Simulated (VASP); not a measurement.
# SnSe (P6_3/mmc) in VASP: a series of runs

SnSe is run at these levels: r2SCAN, PBE; tasks: single point.

Everything below comes from runs of VASP 6.6.1. Logs are shortened: lines on timing, memory, paths and dates and some standing lists are left out, and cuts for length are marked.

## Step 1: The cell of the first run

It takes space group P6_3/mmc (No. 194, hexagonal). Conventional cell: a = 5.164 Å, b = 5.164 Å, c = 6.193 Å, α = 90.00°, β = 90.00°, γ = 120.00°. Sn (site symmetry -6m2) has 5 Se at 2.98 to 3.10 Å within 3.9 Å. Se (site symmetry -6m2) has 5 Sn at 2.98 to 3.10 Å within 3.9 Å.

## Step 2: Single point, r2SCAN (volume changed by +6%)

Contents of POSCAR:

```
SnSe
1.0
    5.1637834147      0.0000000000      0.0000000000
   -2.5818917074      4.4719676168      0.0000000000
    0.0000000000      0.0000000000      6.1925035390
Sn Se
2 2
Direct
    0.3333333333      0.6666666667      0.2500000000
    0.6666666667      0.3333333333      0.7500000000
    0.6666666667      0.3333333333      0.2500000000
    0.3333333333      0.6666666667      0.7500000000
```

Contents of INCAR.step1:

```
PREC     = Accurate       # precision mode
ENCUT    = 550            # plane-wave cutoff, eV
ISMEAR   = 0              # smearing method
SIGMA    = 0.01           # smearing width, eV
LREAL    = False          # projectors in reciprocal space
LASPH    = True           # aspherical terms in the spheres
NELM     = 120            # most SCF steps
NBANDS   = 28             # bands
GGA      = PE             # functional
ALGO     = Normal         # electronic algorithm
EDIFF    = 1E-5           # SCF threshold, eV
LWAVE    = True           # write WAVECAR
LCHARG   = False          # write CHGCAR
GGA_COMPAT= False
```

Contents of INCAR.step2:

```
PREC     = Accurate       # precision mode
ENCUT    = 550            # plane-wave cutoff, eV
EDIFF    = 1E-6           # SCF threshold, eV
ISMEAR   = 0              # smearing method
SIGMA    = 0.01           # smearing width, eV
LREAL    = False          # projectors in reciprocal space
LASPH    = True           # aspherical terms in the spheres
NELM     = 120            # most SCF steps
ALGO     = Normal         # electronic algorithm
ISIF     = 2              # what is computed and relaxed
LWAVE    = False          # write WAVECAR
LCHARG   = False          # write CHGCAR
METAGGA  = R2SCAN         # meta-GGA
LMIXTAU  = True         
NBANDS   = 28             # bands
ISTART   = 1            
GGA_COMPAT= False
```

Contents of KPOINTS:

```
regular mesh
0
Gamma
  6 6 4
```

Potentials or basis: VASP PAW PBE potentials, release 64 (Sn_d, Se).

Command:

```
$ cat potpaw_PBE.64/Sn_d/POTCAR potpaw_PBE.64/Se/POTCAR > POTCAR
$ cp INCAR.step1 INCAR
$ mpirun -np 1 vasp_std > vasp.out
$ cp INCAR.step2 INCAR
$ mpirun -np 1 vasp_std > vasp.out
```

OUTCAR:

```text
PREC = Accurate
   ENCUT = 550
   EDIFF = 1E-6
   ISMEAR = 0
   LREAL = False
   LASPH = True
   NELM = 120
   ISIF = 2
   METAGGA = R2SCAN
   ISTART = 1

 ion  position               nearest neighbor table
   1  0.333  0.667  0.250-   3 2.98   3 2.98   3 2.98   4 3.10   4 3.10
   2  0.667  0.333  0.750-   4 2.98   4 2.98   4 2.98   3 3.10   3 3.10
   3  0.667  0.333  0.250-   1 2.98   1 2.98   1 2.98   2 3.10   2 3.10
   4  0.333  0.667  0.750-   2 2.98   2 2.98   2 2.98   1 3.10   1 3.10

  LATTYP: Found a hexagonal cell.
 ALAT       =     5.1637834147
 C/A-ratio  =     1.1992182944

  Lattice vectors:

 A1 = (   5.1637834147,   0.0000000000,   0.0000000000)
 A2 = (  -2.5818917074,   4.4719676168,   0.0000000000)
 A3 = (   0.0000000000,   0.0000000000,   6.1925035390)

Analysis of symmetry for initial positions (statically):
=====================================================================
 Subroutine PRICEL returns:
 Original cell was already a primitive cell.

 Routine SETGRP: Setting up the symmetry group for a
 hexagonal supercell.

 Subroutine GETGRP returns: Found 24 space group operations
 (whereof 12 operations were pure point group operations)
 out of a pool of 24 trial point group operations.

The static configuration has the point symmetry D_3d.
 The point group associated with its full space group is D_6h.

Analysis of symmetry for dynamics (positions and initial velocities):
=====================================================================
 Subroutine PRICEL returns:
 Original cell was already a primitive cell.

 Routine SETGRP: Setting up the symmetry group for a
 hexagonal supercell.

 Subroutine GETGRP returns: Found 24 space group operations
 (whereof 12 operations were pure point group operations)
 out of a pool of 24 trial point group operations.

The dynamic configuration has the point symmetry D_3d.
 The point group associated with its full space group is D_6h.

 Subroutine INISYM returns: Found 24 space group operations
 (whereof 12 operations are pure point group operations),
 and found     1 'primitive' translations

----------------------------------------------------------------------------------------

                                     Primitive cell

  volume of cell :     142.9990

  direct lattice vectors                    reciprocal lattice vectors
     5.163783415  0.000000000  0.000000000     0.193656457  0.111807607  0.000000000
    -2.581891707  4.471967617  0.000000000     0.000000000  0.223615215  0.000000000
     0.000000000  0.000000000  6.192503539     0.000000000  0.000000000  0.161485576

  length of vectors
     5.163783415  5.163783415  6.192503539     0.223615215  0.223615215  0.161485576

  position of ions in fractional coordinates (direct lattice)
     0.333333333  0.666666667  0.250000000
     0.666666667  0.333333333  0.750000000
     0.666666667  0.333333333  0.250000000
     0.333333333  0.666666667  0.750000000

  ion indices of the primitive-cell ions
   primitive index   ion index
                 1           1
                 2           2
                 3           3
                 4           4

----------------------------------------------------------------------------------------

 KPOINTS: regular mesh

Automatic generation of k-mesh.
 Grid dimensions read from file:
 generate k-points for:    6    6    4

 Generating k-lattice:

  Cartesian coordinates                     Fractional coordinates (reciprocal lattice)
     0.032276076  0.018634601  0.000000000     0.166666667  0.000000000  0.000000000
     0.000000000  0.037269202  0.000000000     0.000000000  0.166666667  0.000000000
     0.000000000  0.000000000  0.040371394     0.000000000  0.000000000  0.250000000

  Length of vectors
     0.037269202  0.037269202  0.040371394

  Shift w.r.t. Gamma in fractional coordinates (k-lattice)
     0.000000000  0.000000000  0.000000000

 Subroutine IBZKPT returns following result:
 ===========================================

 Found     21 irreducible k-points:

 Following reciprocal coordinates:
            Coordinates               Weight
  0.000000  0.000000  0.000000      1.000000
  0.166667  0.000000  0.000000      6.000000
  0.333333 -0.000000  0.000000      6.000000
  0.500000 -0.000000  0.000000      3.000000
  0.166667  0.166667  0.000000      6.000000
  0.333333  0.166667  0.000000     12.000000
[... 13 lines left out ...]
  0.333333  0.166667  0.500000     12.000000
  0.333333  0.333333  0.500000      2.000000
   k-points           NKPTS =     21   k-points in BZ     NKDIM =     21   number of bands    NBANDS=     28
   number of dos      NEDOS =    301   number of ions     NIONS =      4
   total plane-waves  NPLWV =  76800
   dimension x,y,z NGX =    40 NGY =   40 NGZ =   48
   dimension x,y,z NGXF=    80 NGYF=   80 NGZF=   96
   ions per type =               2   2
   NGX,Y,Z   is equivalent  to a cutoff of  12.88, 12.88, 12.89 a.u.
   NGXF,Y,Z  is equivalent  to a cutoff of  25.76, 25.76, 25.77 a.u.
 SYSTEM =  unknown system
   PREC   = accura    normal or accurate (medium, high low for compatibility)
   ISTART =      1    job   : 0-new  1-cont  2-samecut
   ICHARG =      0    charge: 1-file 2-atom 10-const
   ISPIN  =      1    spin polarized calculation?
   LNONCOLLINEAR =      F non collinear calculations
   LSORBIT =      F    spin-orbit coupling
   LASPH  =      T    aspherical Exc in radial PAW
   ENCUT  =  550.0 eV  40.42 Ry    6.36 a.u.   9.87  9.87 11.84*2*pi/ulx,y,z
   NELM   =    120;   NELMIN=  2; NELMDL=  0     # of ELM steps
   EDIFF  = 0.1E-05   stopping-criterion for ELM
   LREAL  =      F    real-space projection
   EDIFFG = 0.1E-04   stopping-criterion for IOM
   NSW    =      0    number of steps for IOM
   IBRION =     -1    ionic relax: 0-MD 1-quasi-New 2-CG
   NFREE  =      0    steps in history (QN), initial steepest desc. (CG)
   ISIF   =      2    stress and relaxation
   ISYM   =      2    0-nonsym 1-usesym 2-fastsym
   POTIM  = 0.5000    time-step for ionic-motion
   TEBEG  =    0.0;   TEEND  =   0.0 temperature during run
   PSTRESS=    0.0 pullay stress
   NELECT =      40.0000    total number of electrons
   NUPDOWN=      -1.0000    fix difference up-down
   EMIN   =  10.00;   EMAX   =-10.00  energy-range for DOS
   EFERMI =   0.00;   METHOD = LEGACY
   ISMEAR =     0;   SIGMA  =   0.01  broadening in eV -4-tet -1-fermi 0-gaus
   EFERMI_NEDOS =   21; number of points for ismear=-14 and -15
   IALGO  =     38    algorithm
   IMIX   =      4    mixing-type and parameters
     AMIX     =   0.40;   BMIX     =  1.00
     AMIX_MAG =   1.60;   BMIX_MAG =  1.00
  volume/ion in A,a.u.               =      35.75       241.25
  Fermi-wavevector in a.u.,A,eV,Ry     =   1.070657  2.023249 15.596457  1.146307
  Thomas-Fermi vector in A             =   2.206374
   LORBIT       =      0    0 simple, 1 ext, 2 COOP (PROOUT), +10 PAW based schemes
   METAGGA = R2SCAN    functional components
   LHFCALC =     F    Hartree Fock is set to
   AEXX    =    0.0000 exact exchange contribution
   IVDW    =     0    specifies the selected vdW correction
   LEPSILON=     F    determine dielectric tensor
   LRPA    =     F    only Hartree local field effects (RPA)
 non-spin polarized calculation
 Gauss-broadening in eV      SIGMA  =   0.01
  energy-cutoff  :      550.00
  volume of cell :      143.00
 maximum number of plane-waves:      4224
 NGX is ok and might be reduce to    40
   NGX = 19   NGY = 19   NGZ = 23

 number of electron      39.9999997 magnetization

 Free energy of the ion-electron system (eV)
  ---------------------------------------------------
  ext. energy  EPLUGINS =         0.00000000
  ---------------------------------------------------
  free energy    TOTEN  =       -79.13422322 eV

  energy without entropy =      -79.13422322  energy(sigma->0) =      -79.13422322

 E-fermi :   3.4120     XC(G=0):  -8.6759

 val. band max:        3.3437259986   @ k =   0.3333   0.3333   0.5000
 cond. band min:       4.0583389142   @ k =   0.3333   0.3333   0.5000
 fundamental gap:      0.7146129157
 Fermi energy:         3.4120137883

 k-point     1 :       0.0000    0.0000    0.0000
  band No.  band energies     occupation
      1     -19.2582      2.00000
      2     -19.2416      2.00000
      3     -19.2416      2.00000
      4     -19.2412      2.00000
      5     -19.2412      2.00000
      6     -19.2412      2.00000
[... 20 lines left out ...]
     27       8.8318      0.00000
     28       9.3085      0.00000

 k-point     2 :       0.1667    0.0000    0.0000
  band No.  band energies     occupation
      1     -19.2578      2.00000
      2     -19.2432      2.00000
      3     -19.2416      2.00000
      4     -19.2415      2.00000
      5     -19.2408      2.00000
      6     -19.2406      2.00000
[... 20 lines left out ...]
     27       8.8016      0.00000
     28       8.9584      0.00000

 k-point     3 :       0.3333   -0.0000    0.0000
  band No.  band energies     occupation
      1     -19.2569      2.00000
      2     -19.2462      2.00000
      3     -19.2424      2.00000
      4     -19.2408      2.00000
      5     -19.2399      2.00000
      6     -19.2387      2.00000
[... 20 lines left out ...]
     27       8.5163      0.00000
     28       9.1706      0.00000

 k-point     4 :       0.5000   -0.0000    0.0000
  band No.  band energies     occupation
      1     -19.2562      2.00000
      2     -19.2478      2.00000
      3     -19.2427      2.00000
      4     -19.2403      2.00000
      5     -19.2393      2.00000
      6     -19.2374      2.00000
[... 485 lines left out ...]
     27      10.0332      0.00000
     28      10.0332      0.00000

 k-point    20 :       0.3333    0.1667    0.5000
  band No.  band energies     occupation
      1     -19.2460      2.00000
      2     -19.2460      2.00000
      3     -19.2426      2.00000
      4     -19.2426      2.00000
      5     -19.2408      2.00000
      6     -19.2408      2.00000
[... 20 lines left out ...]
     27       9.3051      0.00000
     28       9.3051      0.00000

 k-point    21 :       0.3333    0.3333    0.5000
  band No.  band energies     occupation
      1     -19.2448      2.00000
      2     -19.2448      2.00000
      3     -19.2435      2.00000
      4     -19.2435      2.00000
      5     -19.2402      2.00000
      6     -19.2402      2.00000
[... 20 lines left out ...]
     27       9.1781      0.00000
     28       9.1781      0.00000

------------------------ aborting loop because EDIFF is reached ----------------------------------------

  FORCE on cell =-STRESS in cart. coord.  units (eV):
  Direction    XX          YY          ZZ          XY          YZ          ZX
  --------------------------------------------------------------------------------------
  -------------------------------------------------------------------------------------
  Total       -1.8453865     -1.8453865     -1.9554765      0.0000000     -0.0000000      0.0000000
  in kB      -20.6759265    -20.6759265    -21.9093878      0.0000000     -0.0000000      0.0000000
  external PRESSURE =     -21.0870803 kB  Pullay stress =       0.0000000 kB

 VOLUME and BASIS-vectors are now :
 -----------------------------------------------------------------------------
  energy-cutoff  :      550.00
  volume of cell :      143.00
      direct lattice vectors                 reciprocal lattice vectors
     5.163783415  0.000000000  0.000000000     0.193656457  0.111807607  0.000000000
    -2.581891707  4.471967617  0.000000000     0.000000000  0.223615215  0.000000000
     0.000000000  0.000000000  6.192503539     0.000000000  0.000000000  0.161485576

 POSITION                                       TOTAL-FORCE (eV/Angst)
 -----------------------------------------------------------------------------------
     -0.00000      2.98131      1.54813        -0.000000     -0.000000      0.000000
      2.58189      1.49066      4.64438        -0.000000      0.000000      0.000000
      2.58189      1.49066      1.54813        -0.000000      0.000000     -0.000000
     -0.00000      2.98131      4.64438         0.000000     -0.000000     -0.000000
 -----------------------------------------------------------------------------------
    total drift:                                0.000000     -0.000000     -0.000000

  FREE ENERGIE OF THE ION-ELECTRON SYSTEM (eV)
  ---------------------------------------------------
  free  energy   TOTEN  =       -79.1342232166 eV

  energy  without entropy=      -79.1342232166  energy(sigma->0) =      -79.13422322
```

Wall time 2.9 min (1 thread of Intel Xeon Platinum 8375C at 2.90GHz (Ice Lake), shared host); peak memory 0.33 GiB.

What came out:

```yaml
Free_energy: -79.1342 eV
Pressure: -2.1 GPa
Band_gap_on_the_k_mesh: 0.71 eV, direct
```

Stress tensor (GPa, compression positive):
```
-2.07  0.00  0.00
 0.00 -2.07  0.00
 0.00  0.00 -2.19
```

Caveat: the PAW data sets were made with another functional, which shifts forces and pressure a little; spin-orbit coupling is left out, which moves the levels of the heavy elements. A k mesh can miss the band edges.

## Step 3: Single point, PBE (volume changed by -6%)

Contents of INCAR:

```
SYSTEM = SnSe
ALGO = Normal
EDIFF = 1E-6
ENCUT = 500
GGA = PE
GGA_COMPAT = .FALSE.
ISIF = 2
ISMEAR = 0
LASPH = .TRUE.
LCHARG = .FALSE.
LREAL = .FALSE.
LWAVE = .FALSE.
NBANDS = 28
NELM = 120
PREC = Accurate
SIGMA = 0.01
```

Contents of KPOINTS:

```
k-points
0
G
  6 6 4
  0 0 0
```

Contents of POSCAR:

```
SnSe
1.0
    4.9956171784      0.0000000000      0.0000000000
   -2.4978085892      4.3263313841      0.0000000000
    0.0000000000      0.0000000000      5.9995024155
Sn Se
2 2
Direct
    0.3333333333      0.6666666667      0.2500000000
    0.6666666667      0.3333333333      0.7500000000
    0.6666666667      0.3333333333      0.2500000000
    0.3333333333      0.6666666667      0.7500000000
```

Potentials or basis: VASP PAW PBE potentials, release 64 (Sn_d, Se).

Command:

```
$ cat potpaw_PBE.64/Sn_d/POTCAR potpaw_PBE.64/Se/POTCAR > POTCAR
$ mpirun -np 1 vasp_std > vasp.out
```

OUTCAR:

```text
SYSTEM = SnSe
   EDIFF = 1E-6
   ENCUT = 500
   GGA = PE
   ISIF = 2
   ISMEAR = 0
   LASPH = .TRUE.
   LREAL = .FALSE.
   NELM = 120
   PREC = Accurate

 ion  position               nearest neighbor table
   1  0.333  0.667  0.250-   3 2.88   3 2.88   3 2.88   4 3.00   4 3.00
   2  0.667  0.333  0.750-   4 2.88   4 2.88   4 2.88   3 3.00   3 3.00
   3  0.667  0.333  0.250-   1 2.88   1 2.88   1 2.88   2 3.00   2 3.00
   4  0.333  0.667  0.750-   2 2.88   2 2.88   2 2.88   1 3.00   1 3.00

  LATTYP: Found a hexagonal cell.
 ALAT       =     4.9956171784
 C/A-ratio  =     1.2009531958

  Lattice vectors:

 A1 = (   4.9956171784,   0.0000000000,   0.0000000000)
 A2 = (  -2.4978085892,   4.3263313841,   0.0000000000)
 A3 = (   0.0000000000,   0.0000000000,   5.9995024155)

Analysis of symmetry for initial positions (statically):
=====================================================================
 Subroutine PRICEL returns:
 Original cell was already a primitive cell.

 Routine SETGRP: Setting up the symmetry group for a
[... 166 lines left out ...]
  free energy    TOTEN  =       -15.95425633 eV

  energy without entropy =      -15.95425633  energy(sigma->0) =      -15.95425633

 E-fermi :   4.6746     XC(G=0):  -8.5339

 val. band max:        4.5799969577   @ k =   0.3333   0.3333   0.5000
 cond. band min:       4.8878916903   @ k =   0.3333   0.3333   0.5000
 fundamental gap:      0.3078947325
 Fermi energy:         4.6745919671

 k-point     1 :       0.0000    0.0000    0.0000
  band No.  band energies     occupation
      1     -17.4950      2.00000
      2     -17.4765      2.00000
      3     -17.4765      2.00000
      4     -17.4759      2.00000
      5     -17.4759      2.00000
      6     -17.4721      2.00000
[... 640 lines left out ...]
     27      10.1630      0.00000
     28      10.1630      0.00000

------------------------ aborting loop because EDIFF is reached ----------------------------------------

  FORCE on cell =-STRESS in cart. coord.  units (eV):
  Direction    XX          YY          ZZ          XY          YZ          ZX
  --------------------------------------------------------------------------------------
  -------------------------------------------------------------------------------------
  Total        2.0954493      2.0954493      2.2006251      0.0000000     -0.0000000      0.0000000
  in kB       25.8918789     25.8918789     27.1914569      0.0000000     -0.0000000      0.0000000
  external PRESSURE =      26.3250716 kB  Pullay stress =       0.0000000 kB

 VOLUME and BASIS-vectors are now :
 -----------------------------------------------------------------------------
  energy-cutoff  :      500.00
  volume of cell :      129.67
      direct lattice vectors                 reciprocal lattice vectors
     4.995617178  0.000000000  0.000000000     0.200175467  0.115571360  0.000000000
    -2.497808589  4.326331384  0.000000000     0.000000000  0.231142719  0.000000000
     0.000000000  0.000000000  5.999502416     0.000000000  0.000000000  0.166680490

 POSITION                                       TOTAL-FORCE (eV/Angst)
 -----------------------------------------------------------------------------------
     -0.00000      2.88422      1.49988        -0.000000      0.000000      0.000000
      2.49781      1.44211      4.49963        -0.000000     -0.000000     -0.000000
      2.49781      1.44211      1.49988         0.000000      0.000000      0.000000
     -0.00000      2.88422      4.49963         0.000000      0.000000      0.000000
 -----------------------------------------------------------------------------------
    total drift:                                0.000000     -0.000000     -0.000000

  FREE ENERGIE OF THE ION-ELECTRON SYSTEM (eV)
  ---------------------------------------------------
  free  energy   TOTEN  =       -15.9542563306 eV

  energy  without entropy=      -15.9542563306  energy(sigma->0) =      -15.95425633
```

stdout:

```text
POSCAR found type information on POSCAR SnSe
 POSCAR found :  2 types and       4 ions
 scaLAPACK will be used
 LDA part: xc-table for (Slater+PW92), standard interpolation
 POSCAR, INCAR and KPOINTS ok, starting setup
 FFT: planning ... GRIDC
 FFT: planning ... GRID_SOFT
 FFT: planning ... GRID
 WAVECAR not read
 entering main loop
```

Run time: 53 s. Hardware: 1 thread of Intel Xeon Platinum 8259CL at 2.50GHz (Skylake/Cascade Lake), shared host; peak memory 0.26 GiB.

What came out:

```
Free energy            : -15.9543 eV
Pressure               : 2.6 GPa
Band gap on the k mesh : 0.31 eV, direct
```

Stress tensor (GPa, compression positive):
```
2.59 0.00 0.00
0.00 2.59 0.00
0.00 0.00 2.72
```

Levels at points of the mesh, in eV from the valence-band top:
| k point | band 18 | band 19 | band 20 | band 21 | band 22 | band 23 |
| --- | --- | --- | --- | --- | --- | --- |
| (0.00, 0.00, 0.00) | -2.80 | -2.80 | -2.68 | 0.71 | 0.71 | 2.35 |
| (0.50, 0.00, 0.00) | -3.18 | -2.76 | -1.09 | 1.98 | 2.74 | 3.28 |
| (0.00, 0.00, 0.50) | -3.52 | -1.91 | -1.91 | 1.15 | 1.15 | 1.15 |
| (0.50, 0.00, 0.50) | -2.79 | -1.03 | -1.03 | 0.53 | 0.53 | 2.43 |

Caveat: spin-orbit coupling is left out, which moves the levels of the heavy elements. A k mesh can miss the band edges.

[end of part 1 of 2]
